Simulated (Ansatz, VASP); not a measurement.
## One calculation of Ga2O3, two programs

```
CELL_PARAMETERS angstrom
6.18869 -1.53475 -0.00260
6.18869 1.53475 -0.00260
-1.39748 0.00000 5.60719
ATOMIC_POSITIONS crystal
Ga 0.34126 0.34126 0.68637
Ga 0.65874 0.65874 0.31363
Ga 0.91137 0.91137 0.20810
Ga 0.08863 0.08863 0.79190
O 0.50324 0.50324 0.74211
O 0.49676 0.49676 0.25789
O 0.82603 0.82603 0.43502
O 0.17397 0.17397 0.56498
O 0.16213 0.16213 0.10843
O 0.83787 0.83787 0.89157
```

Change from the starting cell: epitaxial_xy strain +1.0%.

Alike in both runs: task single point; functional PBE; k mesh 8 × 8 × 4; occupations fermi-dirac, width 0.02 eV; no spin polarisation.

|  | VASP | Ansatz |
| --- | --- | --- |
| version | VASP 6.6.1 | Ansatz 0.2.0 |
| potentials or method | VASP PAW PBE potentials, release 64 (Ga_d, O) | plane waves, PAW |
| plane-wave cutoff (eV) | 520 | 420 |
| valence electrons in the cell | 88 | 88 |

```csv
,VASP,Ansatz,Ansatz less VASP
gap on the k mesh at the Fermi level (eV),2.23,2.25,+0.013
pressure (GPa),6.4,5.8,-0.63
"traceless stress, the component that is largest in VASP (GPa)",1.85,1.91,+0.060
rms of the force components (eV/Å),0.063,0.060,-0.0038
```

Atom by atom the forces differ by 0.009 eV/Å (rms over components).
